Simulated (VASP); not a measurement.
Here is a VASP 6.6.1 calculation.

Contents of INCAR:

```
SYSTEM = YNbTl
PREC = Accurate ; ENCUT = 520
EDIFF = 1E-6 ; ISMEAR = 0
SIGMA = 0.1 ; LREAL = .False.
LASPH = .True. ; NELM = 80
ALGO = Fast ; ISIF = 2
LWAVE = .False. ; LCHARG = .False.
GGA = PE ; NBANDS = 26
```

Contents of KPOINTS:

```
Automatic mesh
0
Gamma
  6 6 4
  0 0 0
```

POSCAR

```
YNbTl
1.0
    4.7228336100      0.0000000000      0.0000000000
   -2.3614168000      4.0900938800      0.0000000000
    0.0000000000      0.0000000000      3.8225675000
Y Nb Tl
1 1 1
Direct
    0.0000000000      0.0000000000      0.0000000000
    0.6666666700      0.3333333300      0.5000000000
    0.3333333300      0.6666666700      0.5000000000
```

Potentials or basis: VASP PAW PBE potentials, release 64 (Y_sv, Nb_sv, Tl_d).

Command:

```sh
$ cat potpaw_PBE.64/Y_sv/POTCAR potpaw_PBE.64/Nb_sv/POTCAR potpaw_PBE.64/Tl_d/POTCAR > POTCAR
$ mpirun -np 1 vasp_std > vasp.out
```

Problem. Predict the pressure.

Solution. 3.3 GPa.

Problem. Estimate the band gap on the k mesh.

Solution. Zero (an odd number of electrons rules out a gap without spin polarisation).

Stress tensor (GPa, compression positive):
```
 5.54  0.00  0.00
 0.00  5.54  0.00
 0.00  0.00 -1.33
```

Caveat: the k points lie up to 0.41 Å⁻¹ apart, too coarse for converged energies and pressures of a metal; spin-orbit coupling is left out, which moves the levels of the heavy elements.
